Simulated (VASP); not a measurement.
# Al (Im-3m) in VASP: a series of runs

The runs below take Al through relaxation of cell and atoms, single point, with HSE06, HSE06+D3(BJ).

Program: VASP 6.6.1. These are calculated values, not measurements. Logs are shortened: lines on timing, memory, paths and dates and some standing lists are left out, and cuts for length are marked.

## 1. The cell of the first run

Symmetry: Im-3m, No. 229, cubic system. The conventional cell has a = 3.182 Å, b = 3.182 Å, c = 3.182 Å, α = 90.00°, β = 90.00°, γ = 90.00°. Within 3.6 Å of Al (site symmetry m-3m) lie 14 Al at 2.76 to 3.18 Å.

This isn't the form of Al at room conditions, which is fcc.

## 2. Relaxation of cell and atoms, HSE06

Input file POSCAR:

```
Al
1.0
   -1.5912186900      1.5912186900      1.5912186900
    1.5912186900     -1.5912186900      1.5912186900
    1.5912186900      1.5912186900     -1.5912186900
Al
1
Direct
    0.0000000000      0.0000000000      0.0000000000
```

Input file INCAR.step1:

```
PREC     = Accurate       # precision mode
ENCUT    = 600            # plane-wave cutoff, eV
EDIFF    = 1E-5           # SCF threshold, eV
ISMEAR   = -1             # smearing method
SIGMA    = 0.05           # smearing width, eV
LREAL    = F              # projectors in reciprocal space
LASPH    = T              # aspherical terms in the spheres
NELM     = 100            # most SCF steps
ALGO     = Normal         # electronic algorithm
LWAVE    = T              # write WAVECAR
LCHARG   = F              # write CHGCAR
GGA      = PE             # functional
NBANDS   = 8              # bands
```

Input file INCAR.step2:

```
PREC     = Accurate       # precision mode
ENCUT    = 600            # plane-wave cutoff, eV
EDIFF    = 1E-6           # SCF threshold, eV
ISMEAR   = -1             # smearing method
SIGMA    = 0.05           # smearing width, eV
LREAL    = F              # projectors in reciprocal space
LASPH    = T              # aspherical terms in the spheres
NELM     = 100            # most SCF steps
ALGO     = Normal         # electronic algorithm
ISIF     = 3              # what is computed and relaxed
LWAVE    = F              # write WAVECAR
LCHARG   = F              # write CHGCAR
GGA      = PE             # functional
LHFCALC  = T              # exact exchange
HFSCREEN = 0.2079         # screening, 1/A
PRECFOCK = Normal       
IBRION   = 2              # ionic algorithm
NSW      = 60             # ionic steps
EDIFFG   = -0.01          # ionic threshold
ISTART   = 1
```

Input file KPOINTS:

```
regular mesh
0
Gamma
  6 6 6
```

Potentials or basis: VASP PAW PBE potentials, release 64 (Al).

Started as:

```
$ cat potpaw_PBE.64/Al/POTCAR > POTCAR
$ cp INCAR.step1 INCAR
$ mpirun -np 1 vasp_std > vasp.out
$ cp INCAR.step2 INCAR
$ mpirun -np 1 vasp_std > vasp.out
```

OUTCAR:

```text
PREC = Accurate
   ENCUT = 600
   EDIFF = 1E-6
   ISMEAR = -1
   LREAL = F
   LASPH = T
   NELM = 100
   ISIF = 3
   GGA = PE
   LHFCALC = T
   HFSCREEN = 0.2079
   PRECFOCK = Normal
   IBRION = 2
   NSW = 60
   EDIFFG = -0.01
   ISTART = 1

 ion  position               nearest neighbor table
   1  0.000  0.000  0.000-

  LATTYP: Found a body centered cubic cell.
 ALAT       =     3.1824373800

  Lattice vectors:

 A1 = (  -1.5912186900,   1.5912186900,   1.5912186900)
 A2 = (   1.5912186900,  -1.5912186900,   1.5912186900)
 A3 = (   1.5912186900,   1.5912186900,  -1.5912186900)

Analysis of symmetry for initial positions (statically):
=====================================================================
 Subroutine PRICEL returns:
 Original cell was already a primitive cell.

 Routine SETGRP: Setting up the symmetry group for a
 body centered cubic supercell.

 Subroutine GETGRP returns: Found 48 space group operations
 (whereof 48 operations were pure point group operations)
 out of a pool of 48 trial point group operations.

The static configuration has the point symmetry O_h .

Analysis of symmetry for dynamics (positions and initial velocities):
=====================================================================
 Subroutine PRICEL returns:
 Original cell was already a primitive cell.

 Routine SETGRP: Setting up the symmetry group for a
 body centered cubic supercell.

 Subroutine GETGRP returns: Found 48 space group operations
 (whereof 48 operations were pure point group operations)
 out of a pool of 48 trial point group operations.

The dynamic configuration has the point symmetry O_h .

 Subroutine INISYM returns: Found 48 space group operations
 (whereof 48 operations are pure point group operations),
 and found     1 'primitive' translations

----------------------------------------------------------------------------------------

                                     Primitive cell

  volume of cell :      16.1157

  direct lattice vectors                    reciprocal lattice vectors
    -1.591218690  1.591218690  1.591218690     0.000000000  0.314224565  0.314224565
     1.591218690 -1.591218690  1.591218690     0.314224565  0.000000000  0.314224565
     1.591218690  1.591218690 -1.591218690     0.314224565  0.314224565  0.000000000

  length of vectors
     2.756071617  2.756071617  2.756071617     0.444380641  0.444380641  0.444380641

  position of ions in fractional coordinates (direct lattice)
     0.000000000  0.000000000  0.000000000
[... 65 lines left out ...]
   ENCUT  =  600.0 eV  44.10 Ry    6.64 a.u.   5.50  5.50  5.50*2*pi/ulx,y,z
   NELM   =    100;   NELMIN=  2; NELMDL=  0     # of ELM steps
   EDIFF  = 0.1E-05   stopping-criterion for ELM
   LREAL  =      F    real-space projection
   EDIFFG = -.1E-01   stopping-criterion for IOM
   NSW    =     60    number of steps for IOM
   IBRION =      2    ionic relax: 0-MD 1-quasi-New 2-CG
   NFREE  =      1    steps in history (QN), initial steepest desc. (CG)
   ISIF   =      3    stress and relaxation
   ISYM   =      3    0-nonsym 1-usesym 2-fastsym
   POTIM  = 0.5000    time-step for ionic-motion
   TEBEG  =    0.0;   TEEND  =   0.0 temperature during run
   PSTRESS=    0.0 pullay stress
   NELECT =       3.0000    total number of electrons
   NUPDOWN=      -1.0000    fix difference up-down
   EMIN   =  10.00;   EMAX   =-10.00  energy-range for DOS
   EFERMI =   0.00;   METHOD = LEGACY
   ISMEAR =    -1;   SIGMA  =   0.05  broadening in eV -4-tet -1-fermi 0-gaus
   EFERMI_NEDOS =   21; number of points for ismear=-14 and -15
   IALGO  =     38    algorithm
   IMIX   =      1    mixing-type and parameters
     AMIX     =   0.40;   BMIX     =  1.00
     AMIX_MAG =   1.60;   BMIX_MAG =  1.00
  volume/ion in A,a.u.               =      16.12       108.75
  Fermi-wavevector in a.u.,A,eV,Ry     =   0.934757  1.766435 11.888371  0.873771
  Thomas-Fermi vector in A             =   2.061595
   LORBIT       =      0    0 simple, 1 ext, 2 COOP (PROOUT), +10 PAW based schemes
   GGA     = PE    functional components
   LHFCALC =     T    Hartree Fock is set to
   PRECFOCK=normal    Normal, Fast or Accurate (Low or Medium for compatibility)
   ENCUT4O =  -1.0   cutoff for four orbital integrals eV
   NKREDX  =     1    reduce k-point grid by
   NKREDY  =     1    reduce k-point grid by
   NKREDZ  =     1    reduce k-point grid by
   AEXX    =    0.2500 exact exchange contribution
   HFSCREEN=    0.2079 screening length (either q_TF or 0.3 A-1)
   HFSCREENC=   0.2079 screening length for correlation (either q_TF or 0.3 A-1)
   ENCUTFOCK=  -1.0 apply spherical cutoff to Coloumb kernel
   IVDW    =     0    specifies the selected vdW correction
   LEPSILON=     F    determine dielectric tensor
   LRPA    =     F    only Hartree local field effects (RPA)
 conjugate gradient relaxation of ions
 non-spin polarized calculation
  energy-cutoff  :      600.00
  volume of cell :       16.12
 maximum number of plane-waves:       555
 NGX is ok and might be reduce to    24
  NGX = 18; NGY = 18; NGZ = 18

--------------------------------------- Ionic step        1  -------------------------------------------

 number of electron       3.0000000 magnetization

 Free energy of the ion-electron system (eV)
  ---------------------------------------------------
  ext. energy  EPLUGINS =         0.00000000
  ---------------------------------------------------
  free energy    TOTEN  =        -4.04878556 eV

  energy without entropy =       -4.04459923  energy(sigma->0) =       -4.04669239

------------------------ aborting loop because EDIFF is reached ----------------------------------------

  FORCE on cell =-STRESS in cart. coord.  units (eV):
  Direction    XX          YY          ZZ          XY          YZ          ZX
  --------------------------------------------------------------------------------------
  -------------------------------------------------------------------------------------
  Total        0.3628531      0.3628531      0.3628531     -0.0000000     -0.0000000     -0.0000000
  in kB       36.0737886     36.0737886     36.0737886     -0.0000000     -0.0000000     -0.0000000
  external PRESSURE =      36.0737886 kB  Pullay stress =       0.0000000 kB
[... 57 lines left out ...]
--------------------------------------- Ionic step        3  -------------------------------------------

 number of electron       3.0000000 magnetization

 Free energy of the ion-electron system (eV)
  ---------------------------------------------------
  ext. energy  EPLUGINS =         0.00000000
  ---------------------------------------------------
  free energy    TOTEN  =        -4.05650783 eV

  energy without entropy =       -4.05232145  energy(sigma->0) =       -4.05441464

 E-fermi :   7.8979     XC(G=0):  -8.3610

 val. band max:        6.8534925089   @ k =   0.5000   0.5000   0.3333
 cond. band min:       7.9952245741   @ k =  -0.3333   0.5000   0.1667
 fundamental gap:      1.1417320653
 Fermi energy:         7.8979289564

 k-point     1 :       0.0000    0.0000    0.0000
  band No.  band energies     occupation
      1      -4.7578      2.00000
      2      22.0741      0.00000
      3      22.0741      0.00000
      4      22.0741      0.00000
      5      23.3657      0.00000
[... 146 lines left out ...]
  FREE ENERGIE OF THE ION-ELECTRON SYSTEM (eV)
  ---------------------------------------------------
  free  energy   TOTEN  =        -4.0565078271 eV

  energy  without entropy=       -4.0523214535  energy(sigma->0) =       -4.05441464

 reached required accuracy - stopping structural energy minimisation
```

OSZICAR.step1:

```text
N       E                     dE             d eps       ncg     rms          rms(c)
DAV:   1    -0.181704648556E+01   -0.18170E+01   -0.90015E+02   256   0.234E+02
DAV:   2    -0.371315803426E+01   -0.18961E+01   -0.18961E+01   352   0.221E+01
DAV:   3    -0.372072553968E+01   -0.75675E-02   -0.75675E-02   352   0.164E+00
DAV:   4    -0.372075121203E+01   -0.25672E-04   -0.25673E-04   336   0.904E-02
DAV:   5    -0.372075128797E+01   -0.75946E-07   -0.75959E-07   352   0.319E-03    0.127E+00
DAV:   6    -0.370661469453E+01    0.14137E-01   -0.17495E-03   264   0.190E-01    0.732E-01
DAV:   7    -0.369676322870E+01    0.98515E-02   -0.52389E-03   280   0.309E-01    0.144E-01
DAV:   8    -0.369675783981E+01    0.53889E-05   -0.19196E-05   304   0.301E-02
   1 F= -.36967578E+01 E0= -.36946647E+01  d E =-.418636E-02
```

Run time: 8.1 min. Hardware: 1 thread of Intel Xeon 8259CL, shared host; peak memory 0.23 GiB.

Results:

- Free energy: -4.0565 eV
- Relaxed volume: 16.83 Å³/atom
- Relaxed cell: a = 2.796 Å, b = 2.796 Å, c = 2.796 Å, α = 109.47°, β = 109.47°, γ = 109.47°
- Space group after relaxing (to 0.1 Å): Im-3m (No. 229)
- Energy gained by relaxing: 7.7 meV/atom
- Ionic steps: 3
- Pressure after relaxing: 0.0 GPa
- Band gap on the k mesh: zero (an odd number of electrons rules out a gap without spin polarisation)

Step by step:
| step | energy change (eV) | largest force (eV/Å) | pressure (GPa) | volume (Å³) |
| --- | --- | --- | --- | --- |
| 1 | 0.0000 | 0.0000 | 3.61 | 16.12 |
| 2 | -0.0074 | 0.0000 | -0.65 | 16.98 |
| 3 | -0.0077 | 0.0000 | -0.01 | 16.83 |

Final structure:
```
Al
1.0
    -1.61429    1.61429    1.61429
     1.61429   -1.61429    1.61429
     1.61429    1.61429   -1.61429
Al
1
Direct
  0.00000 0.00000 0.00000
```

Levels at points of the mesh, in eV from the Fermi level:
```tsv
k point	band 1	band 2	band 3	band 4	band 5
(0.00, 0.00, 0.00)	-12.66	14.18	14.18	14.18	15.47
(0.50, 0.00, 0.00)	-4.98	-4.48	8.75	8.96	10.58
(0.50, 0.50, 0.50)	3.37	3.37	3.37	4.52	4.52
```

Caveat: the k points lie up to 0.46 Å⁻¹ apart in the final cell, too coarse for converged energies and pressures of a metal; the PAW data sets were made with another functional, which shifts forces and pressure a little.

## 3. Single point, HSE06+D3(BJ)

This run uses another cell than the first one, of 15.79 Å³/atom.

Input file POSCAR:

```
Al
1.0
   -1.5805390481      1.5805390481      1.5805390481
    1.5805390481     -1.5805390481      1.5805390481
    1.5805390481      1.5805390481     -1.5805390481
Al
1
Direct
    0.0000000000      0.0000000000      0.0000000000
```

Input file INCAR.step1:

```
PREC = Accurate
ENCUT = 520
EDIFF = 1E-5
ISMEAR = 1
SIGMA = 0.1
LREAL = F
LASPH = T
NELM = 100
ALGO = Normal
ISIF = 2
LWAVE = T
LCHARG = F
NBANDS = 8
GGA = PE
```

Input file INCAR.step2:

```
PREC = Accurate
ENCUT = 520
EDIFF = 1E-7
ISMEAR = 1
SIGMA = 0.1
LREAL = F
LASPH = T
NELM = 100
ALGO = Normal
ISIF = 2
LWAVE = F
LCHARG = F
GGA = PE
LHFCALC = T
HFSCREEN = 0.2079
PRECFOCK = Normal
IVDW = 12
VDW_S6 = 1.0
VDW_S8 = 2.31
VDW_A1 = 0.383
VDW_A2 = 5.685
NBANDS = 8
ISTART = 1
```

Input file KPOINTS:

```
regular mesh
0
Gamma
  8 8 8
```

Potentials or basis: VASP PAW PBE potentials, release 64 (Al).

Started as:

```
$ cat potpaw_PBE.64/Al/POTCAR > POTCAR
$ cp INCAR.step1 INCAR
$ mpirun -np 1 vasp_std > vasp.out
$ cp INCAR.step2 INCAR
$ mpirun -np 1 vasp_std > vasp.out
```

Wall time 5.1 min (1 thread of AMD EPYC 7R13 (Zen 3), shared host); peak memory 0.21 GiB.

The run converged. Its results:

```yaml
Free_energy: -4.3825 eV
Pressure: 0.3 GPa
Band_gap_on_the_k_mesh: zero (an odd number of electrons rules out a gap without spin polarisation)
Dispersion_energy_per_atom: -0.452 eV
```

Levels at points of the mesh, in eV from the Fermi level:
```csv
k point,band 1,band 2,band 3,band 4,band 5,band 6
"(0.00, 0.00, 0.00)",-13.25,14.48,14.48,14.48,16.33,16.33
"(0.50, 0.00, 0.00)",-5.37,-4.66,9.02,9.16,10.93,12.58
"(0.50, 0.50, 0.50)",3.41,3.41,3.41,4.36,4.36,7.58
```

Caveat: three body term missing; the PAW data sets were made with another functional, which shifts forces and pressure a little.

The gap in the log of VASP goes by the Fermi energy; the results here count the filled bands.